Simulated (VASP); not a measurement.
# Br in VASP: a series of runs, part 2 of 2

VASP 6.6.1.

## Step 5: Single point, BLYP (volume scaled by 0.96)

Input file INCAR:

```
AGGAC = 1.0
AGGAX = 1.0
ALDAC = 0.0
ALDAX = 1.0
ALGO = Normal
EDIFF = 1E-7
ENCUT = 520
GGA = B5
ISIF = 2
ISMEAR = -5
LASPH = True
LCHARG = True
LELF = True
LREAL = False
LVHAR = True
LWAVE = False
NBANDS = 10
NELM = 80
PREC = Accurate
SIGMA = 0.05
```

Input file KPOINTS:

```
k-points
0
Gamma
  13 13 13
```

Input file POSCAR:

```
Br
1.0
   -1.4288621138      1.3892458695      3.4441539454
    1.4049743837     -1.4641042843      3.4644350871
    1.4242473378      1.4594885218     -3.4739398684
Br
1
Direct
    0.0000000000      0.0000000000      0.0000000000
```

Run with:

```bash
cat potpaw_PBE.64/Br/POTCAR > POTCAR
mpirun -np 1 vasp_std > vasp.out
```

Wall time 3.2 min (1 thread of Intel Xeon 6975P-C (Granite Rapids), shared host); peak memory 0.41 GiB.

Results (log left out):

| Item | Value |
| --- | --- |
| Free energy | -1.0827 eV |
| Pressure | 5.3 GPa |

Stress tensor (GPa, compression positive):
```
 5.22 -0.07  0.04
-0.07  6.51  0.09
 0.04  0.09  4.18
```

Levels at points of the mesh, in eV from the Fermi level:
```
           k point  band 1  band 2  band 3  band 4  band 5  band 6  band 7  band 8  band 9
(0.00, 0.00, 0.00)  -16.32   -2.08    0.93    1.06    5.77   10.05   10.69   15.72   15.92
```

Caveat: the cell differs from its parent crystal (volume scaled by 0.96); the PAW data sets were made with another functional, which shifts forces and pressure a little; an odd number of electrons without spin polarisation forces a metal; a magnetic or distorted state may lie lower; tetrahedron occupations give inexact forces and stress in metals.

## Step 6: Single point, BLYP (volume scaled by 0.98)

Input file INCAR:

```
  PREC = Accurate
  ENCUT = 520
  EDIFF = 1E-7
  ISMEAR = -5
  SIGMA = 0.05
  LREAL = False
  LASPH = True
  NELM = 80
  ALGO = Normal
  ISIF = 2
  LWAVE = False
  LCHARG = False
  GGA = B5
  ALDAX = 1.0
  AGGAX = 1.0
  AGGAC = 1.0
  ALDAC = 0.0
  NBANDS = 10
```

Input file KPOINTS:

```
regular mesh
0
Gamma
  13 13 13
```

Input file POSCAR:

```
Br
1.0
   -1.4387166467      1.3988271783      3.4679074819
    1.4146641684     -1.4742018744      3.4883284979
    1.4340700436      1.4695542780     -3.4978988315
Br
1
Direct
    0.0000000000      0.0000000000      0.0000000000
```

Potentials or basis: VASP PAW PBE potentials, release 64 (Br).

Run with:

```bash
cat potpaw_PBE.64/Br/POTCAR > POTCAR
mpirun -np 1 vasp_std > vasp.out
```

OUTCAR:

```text
PREC = Accurate
   ENCUT = 520
   EDIFF = 1E-7
   ISMEAR = -5
   LREAL = False
   LASPH = True
   NELM = 80
   ISIF = 2
   GGA = B5

 ion  position               nearest neighbor table
   1  0.000  0.000  0.000-

  LATTYP: Found a triclinic cell.
 ALAT       =     4.0066201925
 B/A-ratio  =     0.7110117610
 C/A-ratio  =     0.7159505693
 COS(alpha) =     0.0032160703
 COS(beta)  =     0.3406416013
 COS(gamma) =     0.3625597201

  Lattice vectors:

 A1 = (   1.4387166467,  -1.3988271783,  -3.4679074819)
 A2 = (   2.8487342120,  -0.0046475964,  -0.0095703336)
 A3 = (   0.0046466031,  -2.8683814563,   0.0299913496)

Analysis of symmetry for initial positions (statically):
=====================================================================
 Subroutine PRICEL returns:
 Original cell was already a primitive cell.

 Routine SETGRP: Setting up the symmetry group for a
 triclinic supercell.

 Subroutine GETGRP returns: Found  2 space group operations
 (whereof  2 operations were pure point group operations)
[... 168 lines left out ...]
 cond. band min:       1.9106409598   @ k =  -0.3077   0.3846   0.1538
 fundamental gap:     -0.1930103411
 Fermi energy:         1.8544014697

 k-point     1 :       0.0000    0.0000    0.0000
  band No.  band energies     occupation
      1     -14.3081      2.00000
      2      -0.1539      2.00000
      3       2.7545      0.00000
      4       2.8850      0.00000
      5       7.6603      0.00000
      6      11.9405      0.00000
      7      12.4993      0.00000
      8      17.5338      0.00000
      9      17.7226      0.00000
     10      18.6676      0.00000
[... 287 lines left out ...]
 k-point    24 :       0.2308    0.1538    0.0000
  band No.  band energies     occupation
      1     -13.3909      2.00000
      2      -0.7236      2.00000
      3      -0.1462      2.00000
      4       1.3310      1.86109
      5      10.0442      0.00000
      6      13.5995      0.00000
      7      14.4890      0.00000
      8      16.1101      0.00000
      9      16.6249      0.00000
     10      18.4067      0.00000

 [... further k-points ...]

------------------------ aborting loop because EDIFF is reached ----------------------------------------

  FORCE on cell =-STRESS in cart. coord.  units (eV):
  Direction    XX          YY          ZZ          XY          YZ          ZX
  --------------------------------------------------------------------------------------
  -------------------------------------------------------------------------------------
  Total        0.6930915      0.9142875      0.6823451     -0.0100175      0.0167978      0.0064124
  in kB       39.0771998     51.5484541     38.4713082     -0.5647981      0.9470758      0.3615378
  external PRESSURE =      43.0323207 kB  Pullay stress =       0.0000000 kB

 VOLUME and BASIS-vectors are now :
 -----------------------------------------------------------------------------
  energy-cutoff  :      520.00
  volume of cell :       28.42
      direct lattice vectors                 reciprocal lattice vectors
    -1.438716647  1.398827178  3.467907482     0.001067002  0.350173195  0.147553916
     1.414664168 -1.474201874  3.488328498     0.351523610  0.002085481  0.144993961
     1.434070044  1.469554278 -3.497898832     0.351619686  0.349250549  0.005000115

 POSITION                                       TOTAL-FORCE (eV/Angst)
 -----------------------------------------------------------------------------------
      0.00000      0.00000      0.00000         0.000000      0.000000      0.000000
 -----------------------------------------------------------------------------------
    total drift:                                0.000000      0.000000     -0.000000

  FREE ENERGIE OF THE ION-ELECTRON SYSTEM (eV)
  ---------------------------------------------------
  free  energy   TOTEN  =        -1.1001001669 eV

  energy  without entropy=       -1.1001001669  energy(sigma->0) =       -1.10010017
```

OSZICAR:

```text
N       E                     dE             d eps       ncg     rms          rms(c)
DAV:   1     0.219677433171E+02    0.21968E+02   -0.29126E+03 22028   0.539E+02
DAV:   2    -0.238696151762E+00   -0.22206E+02   -0.21719E+02 28164   0.984E+01
DAV:   3    -0.114162408564E+01   -0.90293E+00   -0.89572E+00 26998   0.187E+01
DAV:   4    -0.114477160333E+01   -0.31475E-02   -0.31455E-02 26994   0.131E+00
DAV:   5    -0.114478125341E+01   -0.96501E-05   -0.96458E-05 26820   0.688E-02    0.533E+00
DAV:   6    -0.111363961498E+01    0.31142E-01   -0.17188E-02 24828   0.756E-01    0.319E+00
DAV:   7    -0.109998728794E+01    0.13652E-01   -0.34282E-02 24690   0.111E+00    0.915E-02
DAV:   8    -0.110009039936E+01   -0.10311E-03   -0.11392E-03 24480   0.232E-01    0.255E-02
DAV:   9    -0.110009647954E+01   -0.60802E-05   -0.10859E-05 28276   0.272E-02    0.992E-03
DAV:  10    -0.110010012867E+01   -0.36491E-05   -0.45762E-06 23896   0.171E-02    0.348E-03
DAV:  11    -0.110010016689E+01   -0.38212E-07   -0.23213E-07 25812   0.366E-03
   1 F= -.11001002E+01 E0= -.11001002E+01  d E =0.000000E+00
```

Run time: 2.6 min. Hardware: 1 thread of Intel Xeon 6975P-C (Granite Rapids), shared host; peak memory 0.42 GiB.

What came out:

```yaml
Free_energy: -1.1001 eV
Pressure: 4.3 GPa
```

Caveat: the cell differs from its parent crystal (volume scaled by 0.98); the PAW data sets were made with another functional, which shifts forces and pressure a little; an odd number of electrons without spin polarisation forces a metal; a magnetic or distorted state may lie lower; tetrahedron occupations give inexact forces and stress in metals.

## Step 7: The runs side by side

| task | level | cell | cutoff (eV) | smearing | gap on the mesh (eV) | pressure (GPa) | relaxed volume (Å³/atom) |
| --- | --- | --- | --- | --- | --- | --- | --- |
| relaxation of cell and atoms | PBE+D3(BJ) | relaxed from a = 4.105 Å, angles 139.4, 139.4, 58.7°, 1 atom | 500 | fermi-dirac 0.05 eV | none | 0.0 | 28.91 |
| relaxation of cell and atoms | PBE+D4 | relaxed from a = 4.105 Å, angles 139.4, 139.4, 58.7°, 1 atom | 500 | fermi-dirac 0.05 eV | none | 0.0 | 28.71 |
| single point | BLYP | a = 3.951, b = 3.987, c = 4.000 Å, angles 138.8, 138.3, 60.4°, 1 atom | 520 | tetrahedron | none | 6.4 | - |
| single point | BLYP | a = 3.979, b = 4.015, c = 4.028 Å, angles 138.8, 138.3, 60.4°, 1 atom | 520 | tetrahedron | none | 5.3 | - |
| single point | BLYP | a = 4.007, b = 4.043, c = 4.056 Å, angles 138.8, 138.3, 60.4°, 1 atom | 520 | tetrahedron | none | 4.3 | - |

Alike in all rows: potentials or basis VASP PAW PBE potentials, release 64 (Br); no spin polarisation; k mesh 13 × 13 × 13.

Caveats: an odd number of electrons without spin polarisation forces a metal; a magnetic or distorted state may lie lower; the PAW data sets were made with another functional, which shifts forces and pressure a little (some runs); tetrahedron occupations give inexact forces and stress in metals (some runs); pairwise dispersion overbinds metals, which lowers pressure and volume (some runs).

Total energies depend on the potentials used, so only differences within one code and one set of settings carry meaning.
